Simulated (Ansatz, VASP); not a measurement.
## SiO2: VASP beside Ansatz

Contents of INCAR:

```
PREC     = Accurate       # precision mode
ENCUT    = 520            # plane-wave cutoff, eV
EDIFF    = 1E-6           # SCF threshold, eV
ISMEAR   = 0              # smearing method
SIGMA    = 0.05           # smearing width, eV
LREAL    = Auto         
LASPH    = True           # aspherical terms in the spheres
NELM     = 100            # most SCF steps
ALGO     = Normal         # electronic algorithm
ISIF     = 2              # what is computed and relaxed
LWAVE    = False          # write WAVECAR
LCHARG   = False          # write CHGCAR
LDIPOL   = True         
IDIPOL   = 3            
DIPOL    = 0.5 0.5 0.500
GGA      = PE             # functional
NBANDS   = 82             # bands
```

Contents of KPOINTS:

```
regular mesh
0
Gamma
  5 5 1
```

POSCAR

```
SiO2
1.0
    5.1230512090      0.0000000000      0.0000000000
    0.1908146745      5.1194964059      0.0000000000
    0.0000000000      0.0000000000     28.5636664587
O Si
16 8
Direct
    0.7960056301      0.9539943699      0.2625713338
    0.4539943699      0.2960056301      0.3018913308
    0.4539943699      0.7960056301      0.3247909531
    0.7960056301      0.4539943699      0.3641109501
    0.2960056301      0.4539943699      0.3870105725
    0.9539943699      0.7960056301      0.4263305695
    0.9539943699      0.2960056301      0.4492301918
    0.2960056301      0.9539943699      0.4885501888
    0.7960056301      0.9539943699      0.5114498112
    0.4539943699      0.2960056301      0.5507698082
    0.4539943699      0.7960056301      0.5736694305
    0.7960056301      0.4539943699      0.6129894275
    0.2960056301      0.4539943699      0.6358890499
    0.9539943699      0.7960056301      0.6752090469
    0.9539943699      0.2960056301      0.6981086692
    0.2960056301      0.9539943699      0.7374286662
    0.5000000000      0.0000000000      0.2822313323
    0.5000000000      0.5000000000      0.3444509516
    0.0000000000      0.5000000000      0.4066705710
    0.0000000000      0.0000000000      0.4688901903
    0.5000000000      0.0000000000      0.5311098097
    0.5000000000      0.5000000000      0.5933294290
    0.0000000000      0.5000000000      0.6555490484
    0.0000000000      0.0000000000      0.7177686677
```

Input for Ansatz:

```yaml
crystal:
  lattice:
    - [5.123051209, 0.0, 0.0]
    - [0.1908146745, 5.1194964059, 0.0]
    - [0.0, 0.0, 28.5636664587]
  atoms:
    - { symbol: O, position: [0.7960056301, 0.9539943699, 0.2625713338] }
    - { symbol: Si, position: [0.5, 0.0, 0.2822313323] }
    - { symbol: O, position: [0.4539943699, 0.2960056301, 0.3018913308] }
    - { symbol: O, position: [0.4539943699, 0.7960056301, 0.3247909531] }
    - { symbol: Si, position: [0.5, 0.5, 0.3444509516] }
    - { symbol: O, position: [0.7960056301, 0.4539943699, 0.3641109501] }
    - { symbol: O, position: [0.2960056301, 0.4539943699, 0.3870105725] }
    - { symbol: Si, position: [0.0, 0.5, 0.406670571] }
    - { symbol: O, position: [0.9539943699, 0.7960056301, 0.4263305695] }
    - { symbol: O, position: [0.9539943699, 0.2960056301, 0.4492301918] }
    - { symbol: Si, position: [0.0, 0.0, 0.4688901903] }
    - { symbol: O, position: [0.2960056301, 0.9539943699, 0.4885501888] }
    - { symbol: O, position: [0.7960056301, 0.9539943699, 0.5114498112] }
    - { symbol: Si, position: [0.5, 0.0, 0.5311098097] }
    - { symbol: O, position: [0.4539943699, 0.2960056301, 0.5507698082] }
    - { symbol: O, position: [0.4539943699, 0.7960056301, 0.5736694305] }
    - { symbol: Si, position: [0.5, 0.5, 0.593329429] }
    - { symbol: O, position: [0.7960056301, 0.4539943699, 0.6129894275] }
    - { symbol: O, position: [0.2960056301, 0.4539943699, 0.6358890499] }
    - { symbol: Si, position: [0.0, 0.5, 0.6555490484] }
    - { symbol: O, position: [0.9539943699, 0.7960056301, 0.6752090469] }
    - { symbol: O, position: [0.9539943699, 0.2960056301, 0.6981086692] }
    - { symbol: Si, position: [0.0, 0.0, 0.7177686677] }
    - { symbol: O, position: [0.2960056301, 0.9539943699, 0.7374286662] }
basis:
  ecutwfc: 420
kpoints:
  mp_grid: { grid: [5, 5, 1] }
hamiltonian:
  xc: pbe
scf:
  occupations: { method: gaussian, width: 0.05 }
output:
  forces: true
  stress: true
  eigenvalues: true
efield:
  axis: 3
  dipole_correction: true
  ramp_width: 0.04
```

Alike in both runs: task single point; functional PBE; k mesh 5 × 5 × 1; occupations gaussian, width 0.05 eV; no spin polarisation.

|  | VASP | Ansatz |
| --- | --- | --- |
| version | VASP 6.6.1 | Ansatz 0.2.0 |
| potentials or method | VASP PAW PBE potentials, release 64 (O, Si), cutoff 520 eV | scalar-relativistic, plane waves, PAW |
| valence electrons in the cell | 128 | 128 |

|  | VASP | Ansatz | Ansatz less VASP |
| --- | --- | --- | --- |
| gap on the k mesh at the Fermi level (eV) | 1.19 | 1.21 | +0.022 |
| least direct gap on the mesh (eV) | 1.22 | 1.24 | +0.022 |
| rms of the force components (eV/Å) | 1.056 | 1.084 | +0.0282 |
